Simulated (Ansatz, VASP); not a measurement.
CdS: VASP beside Ansatz

```xyz
4
Lattice="4.1370 0.0000 0.0000 -2.0685 3.5827 0.0000 0.0000 0.0000 6.7160" Properties=species:S:1:pos:R:3 pbc="T T T"
Cd    0.0000    2.3885    0.0000
Cd    2.0685    1.1942    3.3580
S     0.0000    2.3885    2.5319
S     2.0685    1.1942    5.8899
```

Alike in both runs: task relaxation of cell and atoms; functional PBEsol; k mesh 12 × 12 × 6; occupations gaussian, width 0.02 eV; no spin polarisation.

|  | VASP | Ansatz |
| --- | --- | --- |
| version | VASP 6.6.1 | Ansatz 0.2.0 |
| potentials or method | VASP PAW PBE potentials, release 64 (Cd, S), cutoff 600 eV | scalar-relativistic, plane waves, PAW |
| valence electrons in the cell | 36 | 52 |

|  | VASP | Ansatz | Ansatz less VASP |
| --- | --- | --- | --- |
| gap on the k mesh at the Fermi level, each at its own relaxed structure (eV) | 1.08 | 1.09 | +0.009 |
| relaxed volume (Å³/atom) | 24.86 | 24.71 | -0.147 |
| relaxed cell length with the largest relative difference (Å) | 6.726 | 6.709 | -0.0163 |

VASP's potentials were made for PBE, not for PBEsol, and Ansatz warns of the same on its side. VASP's potentials hold 36 valence electrons a cell and Ansatz's 52, so a difference there can come from the potentials and not from the codes.
